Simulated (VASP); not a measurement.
Input of a VASP 6.6.1 run:

The input INCAR:

```
SYSTEM = Nb2SnC
  ALGO = Normal
  EDIFF = 1E-6
  ENCUT = 520
  GGA = PS
  ISIF = 2
  ISMEAR = -1
  LASPH = .True.
  LCHARG = .False.
  LREAL = .False.
  LWAVE = .False.
  NBANDS = 54
  NELM = 60
  PREC = Accurate
  SIGMA = 0.1
```

KPOINTS

```
k-points
0
Gamma
  9 9 2
  0 0 0
```

POSCAR

```
Nb2SnC
1.0
    3.2611713897      0.0000000000      0.0000000000
   -1.6305861915      2.8242575995      0.0000000000
    0.0000000000      0.0000000000     13.6762024237
Nb Sn C
4 2 2
Direct
    0.3333333333      0.6666666667      0.0833160000
    0.3333333333      0.6666666667      0.4166840000
    0.6666666667      0.3333333333      0.5833160000
    0.6666666667      0.3333333333      0.9166840000
    0.3333333333      0.6666666667      0.7500000000
    0.6666666667      0.3333333333      0.2500000000
    0.0000000000      0.0000000000      0.0000000000
    0.0000000000      0.0000000000      0.5000000000
```

Potentials or basis: VASP PAW PBE potentials, release 64 (Nb_sv, Sn_d, C).

Run with:

```console
$ cat potpaw_PBE.64/Nb_sv/POTCAR potpaw_PBE.64/Sn_d/POTCAR potpaw_PBE.64/C/POTCAR > POTCAR
$ mpirun -np 1 vasp_std > vasp.out
```

**Question.** What does it give for the pressure?

**Answer.** -2.9 GPa.

**Question.** Predict the largest force.

**Answer.** 0.289 eV/Å.

Forces on the atoms (eV/Å):
```
Nb   0.000  0.000 -0.289
Nb   0.000  0.000  0.289
Nb   0.000  0.000 -0.289
Nb   0.000  0.000  0.289
Sn   0.000  0.000  0.000
Sn   0.000  0.000  0.000
C    0.000  0.000  0.000
C    0.000  0.000  0.000
```

Caveat: the PAW data sets were made with another functional, which shifts forces and pressure a little.
